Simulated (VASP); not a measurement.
A run of VASP 6.6.1 is set up as follows.

The input INCAR:

```
SYSTEM = MnO2
PREC = Accurate ; ENCUT = 700
EDIFF = 1E-6 ; ISMEAR = -1
SIGMA = 0.03 ; LREAL = .False.
LASPH = .True. ; NELM = 120
ALGO = Normal ; ISIF = 2
LWAVE = .False. ; LCHARG = .False.
GGA = CA ; NBANDS = 20
GGA_COMPAT = .False.
```

KPOINTS

```
regular mesh
0
Gamma
  11 11 6
  0 0 0
```

The input POSCAR:

```
MnO2
1.0
    2.9126037410      0.0000000000      0.0000000000
   -1.4563018705      2.5223888309      0.0000000000
    0.0000000000      0.0000000000      4.6916199912
Mn O
1 2
Direct
    0.0000000000      0.0000000000      0.5000000000
    0.6666666667      0.3333333333      0.2937074300
    0.3333333333      0.6666666667      0.7062925700
```

Potentials or basis: VASP PAW LDA potentials, release 64 (Mn_sv, O).

Launch:

```sh
$ cat potpaw_LDA.64/Mn_sv/POTCAR potpaw_LDA.64/O/POTCAR > POTCAR
$ mpirun -np 1 vasp_std > vasp.out
```

Question: What does it give for the pressure?

Answer: -26.7 GPa.

Question: Estimate the largest force.

Answer: 1.627 eV/Å.

Forces in eV/Å, atoms in the order of the input:
```
Mn   0.000  0.000  0.000
O    0.000  0.000  1.627
O    0.000  0.000 -1.627
```

Caveat: the stress differs along the axes, from -32 to -17 GPa; an odd number of electrons without spin polarisation forces a metal; a magnetic or distorted state may lie lower; the run has no spin polarisation, though such a crystal can be magnetic; semilocal functionals often make such compounds metallic where correlation or magnetic order opens a gap, which also shifts bond lengths. Spin polarisation is off, so any magnetic state and its effect on volume and gap are missing.
